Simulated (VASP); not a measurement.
## P: single point with PBEsol+D4

Crystal: P.

```
P
1.0
     2.33964    0.00000    0.00000
     0.00000    2.33964    0.00000
     0.00000    0.00000    2.33964
P
1
Cartesian
  0.0000 0.0000 0.0000
```

This isn't the form of P at room conditions, which is orthorhombic.

| Quantity | Value |
| --- | --- |
| Program | VASP 6.6.1 |
| Task | single point |
| Functional | PBEsol |
| Dispersion | D4 |
| Potentials or basis | VASP PAW PBE potentials, release 64 (P) |
| Cutoff | 500 eV |
| k mesh | 18 × 18 × 18 |
| Occupations | gaussian, width 0.1 eV |
| Spin | no spin polarisation |

```yaml
Pressure: 12.6 GPa
Band_gap_on_the_k_mesh: zero (an odd number of electrons rules out a gap without spin polarisation)
Dispersion_energy_per_atom: -0.319 eV
```

Levels at points of the mesh, in eV from the Fermi level:
| k point | band 1 | band 2 | band 3 | band 4 | band 5 | band 6 | band 7 |
| --- | --- | --- | --- | --- | --- | --- | --- |
| (0.00, 0.00, 0.00) | -17.82 | 5.82 | 5.82 | 5.82 | 6.73 | 6.73 | 15.76 |
| (0.50, 0.00, 0.00) | -12.77 | -9.80 | 9.23 | 9.23 | 9.62 | 15.00 | 15.00 |
| (0.50, 0.50, 0.00) | -7.23 | -5.85 | -5.85 | 0.13 | 12.44 | 17.88 | 17.88 |
| (0.50, 0.50, 0.50) | -2.23 | -2.23 | -2.23 | 0.05 | 4.26 | 4.26 | 4.26 |

It took 6.8 s on 1 thread of Intel(R) Xeon(R) 6975P-C (Granite Rapids) (shared host), peak memory 0.12 GiB.

Caveat: the cell stands under pressure; the PAW data sets were made with another functional, which shifts forces and pressure a little.
